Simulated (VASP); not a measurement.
# LiF in VASP: further runs

Runs on LiF. Level: PBE. Tasks: single point.

All numbers are computed with VASP 6.6.1; they aren't measurements. Logs are shortened: lines on timing, memory, paths and dates and some standing lists are left out, and cuts for length are marked.

## Step 1: The cell of the first run

Symmetry: Fm-3m, No. 225, cubic system. The conventional cell has a = 3.990 Å, b = 3.990 Å, c = 3.990 Å, α = 90.00°, β = 90.00°, γ = 90.00°. Li (site symmetry m-3m) has 6 F at 1.99 Å within 2.6 Å. F (site symmetry m-3m) has 6 Li at 1.99 Å within 2.6 Å.

## Step 2: Single point, PBE

File INCAR:

```
PREC = Accurate ; ENCUT = 520
EDIFF = 1E-7 ; ISMEAR = 0
SIGMA = 0.01 ; LREAL = False
LASPH = True ; NELM = 100
ALGO = Normal ; ISIF = 2
LWAVE = False ; LCHARG = False
GGA = PE ; NBANDS = 12
```

File KPOINTS:

```
Automatic mesh
0
Gamma
  6 6 6
```

File POSCAR:

```
LiF
1.0
    0.0000000000      1.9948717393      1.9948717393
    1.9948717393      0.0000000000      1.9948717393
    1.9948717393      1.9948717393      0.0000000000
Li F
1 1
Direct
    0.0000000000      0.0000000000      0.0000000000
    0.5000000000      0.5000000000      0.5000000000
```

Potentials or basis: VASP PAW PBE potentials, release 64 (Li_sv, F).

Run with:

```sh
cat potpaw_PBE.64/Li_sv/POTCAR potpaw_PBE.64/F/POTCAR > POTCAR
mpirun -np 1 vasp_std > vasp.out
```

OUTCAR:

```text
PREC = Accurate
   ENCUT = 520
   EDIFF = 1E-7
   ISMEAR = 0
   LREAL = False
   LASPH = True
   NELM = 100
   ISIF = 2
   GGA = PE

 ion  position               nearest neighbor table
   1  0.000  0.000  0.000-   2 1.99   2 1.99   2 1.99   2 1.99   2 1.99   2 1.99
   2  0.500  0.500  0.500-   1 1.99   1 1.99   1 1.99   1 1.99   1 1.99   1 1.99

  LATTYP: Found a face centered cubic cell.
 ALAT       =     3.9897434786

  Lattice vectors:

 A1 = (   0.0000000000,   1.9948717393,   1.9948717393)
 A2 = (   1.9948717393,   0.0000000000,   1.9948717393)
 A3 = (   1.9948717393,   1.9948717393,   0.0000000000)

Analysis of symmetry for initial positions (statically):
=====================================================================
 Subroutine PRICEL returns:
 Original cell was already a primitive cell.

 Routine SETGRP: Setting up the symmetry group for a
 face centered cubic supercell.

 Subroutine GETGRP returns: Found 48 space group operations
 (whereof 48 operations were pure point group operations)
 out of a pool of 48 trial point group operations.

The static configuration has the point symmetry O_h .

Analysis of symmetry for dynamics (positions and initial velocities):
=====================================================================
 Subroutine PRICEL returns:
 Original cell was already a primitive cell.

 Routine SETGRP: Setting up the symmetry group for a
 face centered cubic supercell.

 Subroutine GETGRP returns: Found 48 space group operations
 (whereof 48 operations were pure point group operations)
 out of a pool of 48 trial point group operations.

The dynamic configuration has the point symmetry O_h .

 Subroutine INISYM returns: Found 48 space group operations
 (whereof 48 operations are pure point group operations),
 and found     1 'primitive' translations

----------------------------------------------------------------------------------------

                                     Primitive cell

  volume of cell :      15.8772

  direct lattice vectors                    reciprocal lattice vectors
     0.000000000  1.994871739  1.994871739    -0.250642681  0.250642681  0.250642681
     1.994871739  0.000000000  1.994871739     0.250642681 -0.250642681  0.250642681
     1.994871739  1.994871739  0.000000000     0.250642681  0.250642681 -0.250642681

  length of vectors
     2.821174669  2.821174669  2.821174669     0.434125857  0.434125857  0.434125857

  position of ions in fractional coordinates (direct lattice)
     0.000000000  0.000000000  0.000000000
     0.500000000  0.500000000  0.500000000

  ion indices of the primitive-cell ions
   primitive index   ion index
                 1           1
                 2           2

----------------------------------------------------------------------------------------

 KPOINTS: Automatic mesh

Automatic generation of k-mesh.
 Grid dimensions read from file:
 generate k-points for:    6    6    6

 Generating k-lattice:

  Cartesian coordinates                     Fractional coordinates (reciprocal lattice)
    -0.041773780  0.041773780  0.041773780     0.166666667  0.000000000  0.000000000
     0.041773780 -0.041773780  0.041773780     0.000000000  0.166666667  0.000000000
     0.041773780  0.041773780 -0.041773780     0.000000000  0.000000000  0.166666667

  Length of vectors
     0.072354310  0.072354310  0.072354310

  Shift w.r.t. Gamma in fractional coordinates (k-lattice)
     0.000000000  0.000000000  0.000000000

 Subroutine IBZKPT returns following result:
 ===========================================

 Found     16 irreducible k-points:

 Following reciprocal coordinates:
            Coordinates               Weight
  0.000000  0.000000  0.000000      1.000000
  0.166667  0.000000  0.000000      8.000000
  0.333333  0.000000  0.000000      8.000000
  0.500000  0.000000  0.000000      4.000000
  0.166667  0.166667  0.000000      6.000000
  0.333333  0.166667  0.000000     24.000000
[... 8 lines left out ...]
 -0.333333  0.333333  0.166667     24.000000
 -0.333333  0.500000  0.166667     12.000000
   k-points           NKPTS =     16   k-points in BZ     NKDIM =     16   number of bands    NBANDS=     12
   number of dos      NEDOS =    301   number of ions     NIONS =      2
   total plane-waves  NPLWV =  13824
   dimension x,y,z NGX =    24 NGY =   24 NGZ =   24
   dimension x,y,z NGXF=    48 NGYF=   48 NGZF=   48
   ions per type =               1   1
   NGX,Y,Z   is equivalent  to a cutoff of  14.14, 14.14, 14.14 a.u.
   NGXF,Y,Z  is equivalent  to a cutoff of  28.29, 28.29, 28.29 a.u.
 SYSTEM =  unknown system
   PREC   = accura    normal or accurate (medium, high low for compatibility)
   ISTART =      0    job   : 0-new  1-cont  2-samecut
   ICHARG =      2    charge: 1-file 2-atom 10-const
   ISPIN  =      1    spin polarized calculation?
   LNONCOLLINEAR =      F non collinear calculations
   LSORBIT =      F    spin-orbit coupling
   LASPH  =      T    aspherical Exc in radial PAW
   ENCUT  =  520.0 eV  38.22 Ry    6.18 a.u.   5.25  5.25  5.25*2*pi/ulx,y,z
   NELM   =    100;   NELMIN=  2; NELMDL= -5     # of ELM steps
   EDIFF  = 0.1E-06   stopping-criterion for ELM
   LREAL  =      F    real-space projection
   EDIFFG = 0.1E-05   stopping-criterion for IOM
   NSW    =      0    number of steps for IOM
   IBRION =     -1    ionic relax: 0-MD 1-quasi-New 2-CG
   NFREE  =      0    steps in history (QN), initial steepest desc. (CG)
   ISIF   =      2    stress and relaxation
   ISYM   =      2    0-nonsym 1-usesym 2-fastsym
   POTIM  = 0.5000    time-step for ionic-motion
   TEBEG  =    0.0;   TEEND  =   0.0 temperature during run
   PSTRESS=    0.0 pullay stress
   NELECT =      10.0000    total number of electrons
   NUPDOWN=      -1.0000    fix difference up-down
   EMIN   =  10.00;   EMAX   =-10.00  energy-range for DOS
   EFERMI =   0.00;   METHOD = LEGACY
   ISMEAR =     0;   SIGMA  =   0.01  broadening in eV -4-tet -1-fermi 0-gaus
   EFERMI_NEDOS =   21; number of points for ismear=-14 and -15
   IALGO  =     38    algorithm
   IMIX   =      4    mixing-type and parameters
     AMIX     =   0.40;   BMIX     =  1.00
     AMIX_MAG =   1.60;   BMIX_MAG =  1.00
  volume/ion in A,a.u.               =       7.94        53.57
  Fermi-wavevector in a.u.,A,eV,Ry     =   1.403298  2.651848 26.793202  1.969245
  Thomas-Fermi vector in A             =   2.525974
   LORBIT       =      0    0 simple, 1 ext, 2 COOP (PROOUT), +10 PAW based schemes
   GGA     = PE    functional components
   LHFCALC =     F    Hartree Fock is set to
   AEXX    =    0.0000 exact exchange contribution
   IVDW    =     0    specifies the selected vdW correction
   LEPSILON=     F    determine dielectric tensor
   LRPA    =     F    only Hartree local field effects (RPA)
 non-spin polarized calculation
 Gauss-broadening in eV      SIGMA  =   0.01
  energy-cutoff  :      520.00
  volume of cell :       15.88
 maximum number of plane-waves:       444
 NGX is ok and might be reduce to    24
   NGX = 11   NGY = 11   NGZ = 11

 number of electron      10.0000000 magnetization

 number of electron       9.9999997 magnetization

 Free energy of the ion-electron system (eV)
  ---------------------------------------------------
  ext. energy  EPLUGINS =         0.00000000
  ---------------------------------------------------
  free energy    TOTEN  =        -9.62825920 eV

  energy without entropy =       -9.62825920  energy(sigma->0) =       -9.62825920

 E-fermi :  -0.6495     XC(G=0): -10.1228

 val. band max:       -0.8421437196   @ k =   0.0000   0.0000   0.0000
 cond. band min:       8.5098562490   @ k =   0.0000   0.0000   0.0000
 fundamental gap:      9.3519999686
 Fermi energy:        -0.6495248711

 k-point     1 :       0.0000    0.0000    0.0000
  band No.  band energies     occupation
      1     -41.7000      2.00000
      2     -20.8959      2.00000
      3      -0.8421      2.00000
      4      -0.8421      2.00000
      5      -0.8421      2.00000
      6       8.5099      0.00000
      7      23.5068      0.00000
      8      23.5068      0.00000
      9      23.5068      0.00000
     10      23.7657      0.00000
     11      23.7657      0.00000
     12      23.7657      0.00000

 k-point     2 :       0.1667    0.0000    0.0000
  band No.  band energies     occupation
      1     -41.6836      2.00000
      2     -20.7886      2.00000
      3      -1.5876      2.00000
      4      -0.9044      2.00000
      5      -0.9044      2.00000
      6       9.2154      0.00000
      7      18.9539      0.00000
      8      21.1605      0.00000
      9      21.1605      0.00000
     10      25.5673      0.00000
     11      25.7241      0.00000
     12      25.7241      0.00000

 k-point     3 :       0.3333    0.0000    0.0000
  band No.  band energies     occupation
      1     -41.6505      2.00000
      2     -20.5609      2.00000
      3      -2.8694      2.00000
      4      -1.0231      2.00000
      5      -1.0231      2.00000
      6      10.0396      0.00000
      7      16.5252      0.00000
      8      19.0580      0.00000
      9      19.0580      0.00000
     10      27.8693      0.00000
     11      28.5812      0.00000
     12      28.5812      0.00000

 k-point     4 :       0.5000    0.0000    0.0000
  band No.  band energies     occupation
      1     -41.6341      2.00000
      2     -20.4404      2.00000
      3      -3.4461      2.00000
      4      -1.0798      2.00000
      5      -1.0798      2.00000
      6      10.0826      0.00000
      7      16.2401      0.00000
      8      18.2829      0.00000
      9      18.2829      0.00000
     10      30.0407      0.00000
     11      30.6910      0.00000
     12      30.6910      0.00000

 k-point     5 :       0.1667    0.1667    0.0000
  band No.  band energies     occupation
      1     -41.6785      2.00000
      2     -20.7458      2.00000
      3      -1.5571      2.00000
      4      -1.1106      2.00000
      5      -1.1106      2.00000
      6       9.6126      0.00000
      7      19.8640      0.00000
      8      20.6629      0.00000
      9      20.7324      0.00000
     10      20.7324      0.00000
     11      29.0625      0.00000
     12      29.0625      0.00000
[... 108 lines left out ...]
      1     -41.6173      2.00000
      2     -20.1541      2.00000
      3      -3.9721      2.00000
      4      -1.8827      2.00000
      5      -1.8827      2.00000
      6      14.2410      0.00000
      7      15.7659      0.00000
      8      16.9589      0.00000
      9      19.7364      0.00000
     10      19.7364      0.00000
     11      33.0934      0.00000
     12      37.9195      0.00000

 k-point    14 :       0.5000    0.3333    0.1667
  band No.  band energies     occupation
      1     -41.6308      2.00000
      2     -20.3494      2.00000
      3      -3.0288      2.00000
      4      -2.1466      2.00000
      5      -1.3817      2.00000
      6      12.1984      0.00000
      7      15.2755      0.00000
      8      18.2885      0.00000
      9      19.1246      0.00000
     10      24.0006      0.00000
     11      30.4119      0.00000
     12      34.2722      0.00000

 k-point    15 :      -0.3333    0.3333    0.1667
  band No.  band energies     occupation
      1     -41.6205      2.00000
      2     -20.2493      2.00000
      3      -3.1433      2.00000
      4      -2.5800      2.00000
      5      -1.4931      2.00000
      6      12.9090      0.00000
      7      14.7749      0.00000
      8      17.9856      0.00000
      9      18.7413      0.00000
     10      26.7825      0.00000
     11      27.6015      0.00000
     12      35.1314      0.00000

 k-point    16 :      -0.3333    0.5000    0.1667
  band No.  band energies     occupation
      1     -41.6162      2.00000
      2     -20.1758      2.00000
      3      -3.5065      2.00000
      4      -2.4688      2.00000
      5      -1.7206      2.00000
      6      14.2923      0.00000
      7      14.7936      0.00000
      8      16.9002      0.00000
      9      19.0045      0.00000
     10      23.4547      0.00000
     11      31.2263      0.00000
     12      33.6663      0.00000

------------------------ aborting loop because EDIFF is reached ----------------------------------------

  FORCE on cell =-STRESS in cart. coord.  units (eV):
  Direction    XX          YY          ZZ          XY          YZ          ZX
  --------------------------------------------------------------------------------------
  -------------------------------------------------------------------------------------
  Total        0.3954952      0.3954952      0.3954952      0.0000000      0.0000000     -0.0000000
  in kB       39.9095499     39.9095499     39.9095499      0.0000000      0.0000000     -0.0000000
  external PRESSURE =      39.9095499 kB  Pullay stress =       0.0000000 kB

 VOLUME and BASIS-vectors are now :
 -----------------------------------------------------------------------------
  energy-cutoff  :      520.00
  volume of cell :       15.88
      direct lattice vectors                 reciprocal lattice vectors
     0.000000000  1.994871739  1.994871739    -0.250642681  0.250642681  0.250642681
     1.994871739  0.000000000  1.994871739     0.250642681 -0.250642681  0.250642681
     1.994871739  1.994871739  0.000000000     0.250642681  0.250642681 -0.250642681

 POSITION                                       TOTAL-FORCE (eV/Angst)
 -----------------------------------------------------------------------------------
      0.00000      0.00000      0.00000         0.000000     -0.000000     -0.000000
      1.99487      1.99487      1.99487        -0.000000      0.000000      0.000000
 -----------------------------------------------------------------------------------
    total drift:                               -0.000000     -0.000000      0.000000

  FREE ENERGIE OF THE ION-ELECTRON SYSTEM (eV)
  ---------------------------------------------------
  free  energy   TOTEN  =        -9.6282592010 eV

  energy  without entropy=       -9.6282592010  energy(sigma->0) =       -9.62825920
```

It used 6.4 s of CPU time on 1 thread of AMD EPYC 7R13 Processor (Zen 3) (shared host).

Results:

```
Free energy            : -9.6283 eV
Band gap on the k mesh : 9.35 eV, direct
```

Levels at points of the mesh, in eV from the valence-band top:
| k point | band 1 | band 2 | band 3 | band 4 | band 5 | band 6 | band 7 | band 8 | band 9 | band 10 |
| --- | --- | --- | --- | --- | --- | --- | --- | --- | --- | --- |
| (0.00, 0.00, 0.00) | -40.86 | -20.05 | 0.00 | 0.00 | 0.00 | 9.35 | 24.35 | 24.35 | 24.35 | 24.61 |
| (0.50, 0.00, 0.00) | -40.79 | -19.60 | -2.60 | -0.24 | -0.24 | 10.92 | 17.08 | 19.12 | 19.12 | 30.88 |
| (0.50, 0.50, 0.00) | -40.78 | -19.31 | -3.13 | -1.04 | -1.04 | 15.08 | 16.61 | 17.80 | 20.58 | 20.58 |

Caveat: the k points lie up to 0.45 Å⁻¹ apart; the cutoff is under 1.25 times the usual one of these potentials, so pressure, stress and relaxed cells hold a basis-set (Pulay) error.

(Part 1 of 3 ends here.)
